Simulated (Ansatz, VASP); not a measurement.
**One calculation of Zr5AlN6, two programs**

The input INCAR:

```
SYSTEM = Zr5AlN6
PREC = Accurate ; ENCUT = 520
EDIFF = 1E-6 ; ISMEAR = 0
SIGMA = 0.1 ; LREAL = .False.
LASPH = .True. ; NELM = 150
ALGO = Normal ; ISIF = 2
LWAVE = .False. ; LCHARG = .False.
ISPIN = 2 ; MAGMOM = 1 1 1 1 1 0 0 0 0 0 0 0
LORBIT = 11 ; LMAXMIX = 4
GGA = PE ; NBANDS = 62
```

The input KPOINTS:

```
regular mesh
0
Gamma
  6 6 2
  0 0 0
```

File POSCAR:

```
Zr5AlN6
1.0
    3.2173074966      0.0000000000      0.0000000000
    0.0000000000      3.2173074966      0.0000000000
    0.0000000000      0.0000000000     13.5366801516
Zr Al N
5 1 6
Direct
    0.0000000000      0.0000000000      0.6630708425
    0.5000000000      0.5000000000      0.8293662952
    0.0000000000      0.0000000000      0.0000000000
    0.5000000000      0.5000000000      0.1706337048
    0.0000000000      0.0000000000      0.3369291575
    0.5000000000      0.5000000000      0.5000000000
    0.0000000000      0.0000000000      0.8321861208
    0.5000000000      0.5000000000      0.0000000000
    0.0000000000      0.0000000000      0.1678138792
    0.5000000000      0.5000000000      0.3510106917
    0.0000000000      0.0000000000      0.5000000000
    0.5000000000      0.5000000000      0.6489893083
```

Input for Ansatz:

```yaml
crystal:
  lattice:
    - [3.2173074966, 0.0, 0.0]
    - [0.0, 3.2173074966, 0.0]
    - [0.0, 0.0, 13.5366801516]
  atoms:
    - { symbol: Zr, position: [0.0, 0.0, 0.6630708425], spin: 1.0 }
    - { symbol: Zr, position: [0.5, 0.5, 0.8293662952], spin: 1.0 }
    - { symbol: Zr, position: [0.0, 0.0, 0.0], spin: 1.0 }
    - { symbol: Zr, position: [0.5, 0.5, 0.1706337048], spin: 1.0 }
    - { symbol: Zr, position: [0.0, 0.0, 0.3369291575], spin: 1.0 }
    - { symbol: Al, position: [0.5, 0.5, 0.5] }
    - { symbol: "N", position: [0.0, 0.0, 0.8321861208] }
    - { symbol: "N", position: [0.5, 0.5, 0.0] }
    - { symbol: "N", position: [0.0, 0.0, 0.1678138792] }
    - { symbol: "N", position: [0.5, 0.5, 0.3510106917] }
    - { symbol: "N", position: [0.0, 0.0, 0.5] }
    - { symbol: "N", position: [0.5, 0.5, 0.6489893083] }
basis:
  ecutwfc: 420
kpoints:
  mp_grid: { grid: [6, 6, 2] }
hamiltonian:
  xc: pbe
scf:
  occupations: { method: gaussian, width: 0.1 }
  lower_state_search: "off"
output:
  forces: true
  stress: true
  eigenvalues: true
  populations: true
magnetization:
  spin_polarized: true
```

Alike in both runs: task single point; functional PBE; k mesh 6 × 6 × 2; occupations gaussian, width 0.1 eV; collinear spin.

```csv
,VASP,Ansatz
version,VASP 6.6.1,Ansatz 0.2.0
potentials or method,"VASP PAW PBE potentials, release 64 (Zr_sv, Al, N), cutoff 520 eV","scalar-relativistic, plane waves, PAW"
valence electrons in the cell,93,93
```

Ansatz gave:

* gap on the k mesh at the Fermi level (eV): none
* pressure (GPa): 0.0
* rms of the force components (eV/Å): 0.003
* net moment per atom (μB): 0.00

**Question.** Estimate VASP's values.

**Answer.** gap on the k mesh at the Fermi level (eV): none; pressure (GPa): 0.2; rms of the force components (eV/Å): 0.004; net moment per atom (μB): 0.00.

Atom by atom the forces differ by 0.003 eV/Å (rms over components). A gap of «none» marks a metal or a gap that the smearing closes. Ansatz's warnings: seeded moment not kept.
